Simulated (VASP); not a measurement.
Write the native input for VASP 6.6.1 that does the following.

```
Task                   : single point
Functional             : LDA
Potentials or basis    : VASP PAW LDA potentials, release 64 (C, Si, H)
Cutoff                 : 520 eV
k mesh                 : 4 × 8 × 1
Occupations            : gaussian, width 0.05 eV
Spin                   : no spin polarisation
Dipole correction      : yes
Further INCAR settings : LREAL = Auto; ALGO = Normal; EDIFF = 1e-07; NBANDS = 45
```

The structure of Si3H2C4 lies in POSCAR:

```
Si3H2C4
1.0
    6.1223116280      0.0000000000      0.0000000000
    0.0000000000      3.0611558140      0.0000000000
    0.0000000000      0.0000000000     19.9960979072
C Si H
8 6 4
Direct
    0.5000000000      0.5000000000      0.2326656844
    0.0000000000      0.5000000000      0.2326656844
    0.7500000000      0.0000000000      0.3409150060
    0.2500000000      0.0000000000      0.3409150060
   -0.0061346893      0.5000000000      0.4539015950
    0.5054835975      0.5000000000      0.4337448102
    0.3897638829      0.0000000000      0.5244237357
    0.6101150013      0.0000000000      0.5386765165
    0.2500000000      0.5000000000      0.2867903452
    0.7500000000      0.5000000000      0.2867903452
    0.5014482658      0.0000000000      0.3876205905
   -0.0033168687      0.0000000000      0.3962586350
    0.7200892570      0.5000000000      0.5006329341
    0.2692799739      0.5000000000      0.4933831026
    0.5000000000      0.2236746754      0.1987605550
    0.5000000000      0.7763253246      0.1987605550
    0.0000000000      0.7759774367      0.1986431602
    0.0000000000      0.2240225633      0.1986431602
```

These files were run (other wordings do the same):

INCAR

```
  ALGO = Normal
  DIPOL = 0.5 0.5 0.347
  EDIFF = 1E-7
  ENCUT = 520
  IDIPOL = 3
  ISIF = 2
  ISMEAR = 0
  LASPH = True
  LCHARG = False
  LDIPOL = True
  LREAL = Auto
  LWAVE = False
  NBANDS = 45
  NELM = 100
  PREC = Accurate
  SIGMA = 0.05
```

KPOINTS

```
k-points
0
Gamma
  4 8 1
```

Potentials or basis: VASP PAW LDA potentials, release 64 (C, Si, H).

Launch:

```sh
$ cat potpaw_LDA.64/C/POTCAR potpaw_LDA.64/Si/POTCAR potpaw_LDA.64/H/POTCAR > POTCAR
$ mpirun -np 1 vasp_std > vasp.out
```

It gave:

* Largest force: 2.995 eV/Å
* Band gap on the k mesh: 0.28 eV, indirect (least direct gap 0.99 eV)

Run time: 10 min on 1 thread of Intel Xeon 6975P-C, with other jobs on the host, peak memory 0.42 GiB.
